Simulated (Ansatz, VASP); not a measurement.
# Co in VASP and in Ansatz

INCAR

```
SYSTEM = Co
PREC = Accurate
ENCUT = 520
EDIFF = 1E-7
ISMEAR = -1
SIGMA = 0.05
LREAL = .FALSE.
LASPH = .TRUE.
NELM = 150
ALGO = Normal
ISIF = 2
LWAVE = .FALSE.
LCHARG = .FALSE.
ISPIN = 2
MAGMOM = 2 2
LORBIT = 11
LMAXMIX = 4
GGA = RP
IVDW = 13
NBANDS = 20
```

File KPOINTS:

```
Automatic mesh
0
G
  12 12 7
  0 0 0
```

Contents of POSCAR:

```
Co
1.0
    2.4883712406      0.0000000000      0.0000000000
   -1.2441856203      2.1549927084      0.0000000000
    0.0000000000      0.0000000000      4.0477749493
Co
2
Direct
    0.6666666667      0.3333333333      0.7500000000
    0.3333333333      0.6666666667      0.2500000000
```

The input input.yaml:

```yaml
crystal:
  lattice:
    - [2.4883712406, 0.0, 0.0]
    - [-1.2441856203, 2.1549927084, 0.0]
    - [0.0, 0.0, 4.0477749493]
  atoms:
    - { symbol: Co, position: [0.6666666667, 0.3333333333, 0.75], spin: 2.0 }
    - { symbol: Co, position: [0.3333333333, 0.6666666667, 0.25], spin: 2.0 }
hamiltonian:
  xc: rpbe
  pseudopotentials: { kind: paw }
  dispersion: d4
magnetization:
  spin_polarized: true
kpoints:
  mp_grid: { grid: [12, 12, 7] }
scf:
  occupations: { method: fermi_dirac, width: 0.05 }
output:
  forces: true
  stress: true
  eigenvalues: true
```

Alike in both runs: task single point; functional RPBE; dispersion D4; k mesh 12 × 12 × 7; occupations fermi-dirac, width 0.05 eV; collinear spin.

```csv
,VASP,Ansatz
version,VASP 6.6.1,Ansatz 0.2.0
potentials or method,"VASP PAW PBE potentials, release 64 (Co)",Ansatz PAW
plane-wave cutoff (eV),520,420
valence electrons in the cell,18,34
```

VASP gave:

```
gap on the k mesh at the Fermi level (eV)                     : none
pressure (GPa)                                                : -6.2
traceless stress, the component that is largest in VASP (GPa) : -1.74
net moment per atom (μB)                                      : 1.63
size of the moment on the site where the two differ most (μB) : 1.66
```

**Question.** What did Ansatz give for the same quantities?

**Answer.** gap on the k mesh at the Fermi level (eV): none; pressure (GPa): -5.6; traceless stress, the component that is largest in VASP (GPa): -1.68; net moment per atom (μB): 1.64; size of the moment on the site where the two differ most (μB): 1.72.

VASP's potentials were made for PBE, not for RPBE. Site moments also hang on the region over which each program counts them. A gap of «none» marks a metal or a gap that the smearing closes. VASP's potentials hold 18 valence electrons a cell and Ansatz's 34, so a difference there can come from the potentials and not from the codes.
